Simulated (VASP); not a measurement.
Wanted: the native input for a VASP 6.6.1 run.

* Task: single point
* Functional: PBE
* Potentials or basis: VASP PAW PBE potentials, release 64 (Ge_d, Pd)
* Cutoff: 520 eV
* k mesh: 4 × 4 × 6
* Occupations: gaussian, width 0.1 eV
* Spin: no spin polarisation
* Dipole correction: no
* Further INCAR settings: ALGO = Normal; EDIFF = 1e-07; NBANDS = 41

The structure of Ge4Pd lies in POSCAR:

```
Ge4Pd
1.0
    4.0338423117     -3.8030523251      0.0000000000
    4.0338423117      3.8030523251      0.0000000000
    0.0000000000      0.0000000000      3.1293150202
Ge Pd
4 1
Direct
    0.7217709896      0.2782290104      0.5000000000
    0.2782290104      0.7217709896      0.5000000000
    0.3150552230      0.3150552230      0.0000000000
    0.6849447770      0.6849447770      0.0000000000
    0.0000000000      0.0000000000      0.0000000000
```

The cell was built from a structure type or drawn by symmetry, and may not be a known phase.

The input as run:

INCAR

```
ALGO = Normal ; EDIFF = 1E-7
ENCUT = 520 ; GGA = PE
ISIF = 2 ; ISMEAR = 0
LASPH = T ; LCHARG = F
LREAL = F ; LWAVE = F
NBANDS = 41 ; NELM = 60
PREC = Accurate ; SIGMA = 0.1
```

KPOINTS

```
k-points
0
Gamma
  4 4 6
```

Potentials or basis: VASP PAW PBE potentials, release 64 (Ge_d, Pd).

Launch:

```console
$ cat potpaw_PBE.64/Ge_d/POTCAR potpaw_PBE.64/Pd/POTCAR > POTCAR
$ mpirun -np 1 vasp_std > vasp.out
```

It gave:

The pressure is 0.1 GPa and the largest force is 0.009 eV/Å. The band gap on the k mesh is zero (bands 33 and 34 overlap by 2.74 eV).

It took 55 s on 1 thread of Intel(R) Xeon(R) 6975P-C (Granite Rapids), on a shared host, peak memory 0.24 GiB.
